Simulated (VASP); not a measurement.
**P: single point with PBEsol**

P, a slab with vacuum:

```xyz
4
Lattice="3.3658 0.0000 0.0000 0.0000 35.7285 0.0000 0.0000 0.0000 4.8637" Properties=species:S:1:pos:R:3 pbc="T T T"
P     0.0000   34.6659    2.8800
P     0.0000    1.0625    1.9837
P     1.6829    1.0625    0.4482
P     1.6829   34.6659    4.4155
```

This cell differs from its parent crystal: strain +0.025 along x and y, +0.050 along z.

| Quantity | Value |
| --- | --- |
| Program | VASP 6.6.1 |
| Task | single point |
| Functional | PBEsol |
| Potentials or basis | VASP PAW PBE potentials, release 64 (P) |
| Cutoff | 520 eV |
| k mesh | 8 × 1 × 6 |
| Occupations | gaussian, width 0.05 eV |
| Spin | no spin polarisation |

```
Largest force          : 0.638 eV/Å
Band gap on the k mesh : 1.09 eV
```

Forces in eV/Å, atoms in the order of the input:
```
P    0.000  0.454  0.449
P    0.000 -0.454 -0.449
P    0.000 -0.454  0.449
P    0.000  0.454 -0.449
```

Levels at points of the mesh, in eV from the valence-band top:
| k point | band 6 | band 7 | band 8 | band 9 | band 10 | band 11 | band 12 | band 13 | band 14 | band 15 |
| --- | --- | --- | --- | --- | --- | --- | --- | --- | --- | --- |
| (0.00, 0.00, 0.00) | -4.08 | -2.95 | -1.50 | -1.37 | 0.00 | 1.09 | 1.75 | 2.53 | 3.07 | 4.63 |
| (0.50, 0.00, 0.00) | -4.73 | -2.56 | -2.56 | -1.76 | -1.76 | 1.17 | 1.17 | 2.28 | 2.28 | 3.80 |
| (0.00, 0.00, 0.50) | -2.65 | -2.25 | -2.25 | -1.36 | -1.36 | 1.99 | 1.99 | 3.60 | 3.60 | 3.64 |
| (0.50, 0.00, 0.50) | -4.56 | -4.22 | -4.22 | -0.92 | -0.92 | 2.34 | 2.34 | 3.43 | 3.43 | 4.97 |

It took 3.8 min on 1 thread of Intel(R) Xeon(R) Platinum 8488C (Sapphire Rapids), on a shared host, peak memory 0.65 GiB.

Caveat: the cell differs from its parent crystal (strain +0.025 along x and y, +0.050 along z); there is no dipole correction, which matters where the two faces differ; the PAW data sets were made with another functional, which shifts forces and pressure a little.
